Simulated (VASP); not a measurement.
Here is a VASP 6.6.1 calculation.

Contents of INCAR:

```
SYSTEM = I
ALGO = Normal ; EDIFF = 1E-6
ENCUT = 520 ; GGA = PS
ISIF = 2 ; ISMEAR = 0
LASPH = .True. ; LCHARG = .False.
LREAL = .False. ; LWAVE = .False.
NBANDS = 22 ; NELM = 60
PREC = Accurate ; SIGMA = 0.02
```

KPOINTS

```
k-points
0
Gamma
  8 8 4
  0 0 0
```

Contents of POSCAR:

```
I
1.0
    3.5183848000     -2.2822761500      0.0000000000
    3.5183848000      2.2822761500      0.0000000000
    0.0000000000      0.0000000000      9.4275288000
I
4
Direct
    0.8782896097      0.1703670549      0.0990011152
    0.6217103903      0.3296329451      0.5990011152
    0.1703670549      0.8782896097      0.9009988848
    0.3296329451      0.6217103903      0.4009988848
```

Potentials or basis: VASP PAW PBE potentials, release 64 (I).

Run with:

```sh
$ cat potpaw_PBE.64/I/POTCAR > POTCAR
$ mpirun -np 1 vasp_std > vasp.out
```

(1) What does it give for the band gap on the k mesh?

(2) What does it give for the largest force?

(3) What does it give for the pressure?

Results:

(1) 2.29 eV (least direct gap 2.57 eV).

(2) 9.462 eV/Å.

(3) 15.8 GPa.

Caveat: the cell differs from its parent crystal (strained and its atoms moved); the stress differs along the axes, from 0 to 31 GPa; this functional lacks dispersion, which holds the molecules together, so the pressure and a relaxed volume are unreliable; the PAW data sets were made with another functional, which shifts forces and pressure a little; spin-orbit coupling is left out, which moves the levels of the heavy elements.
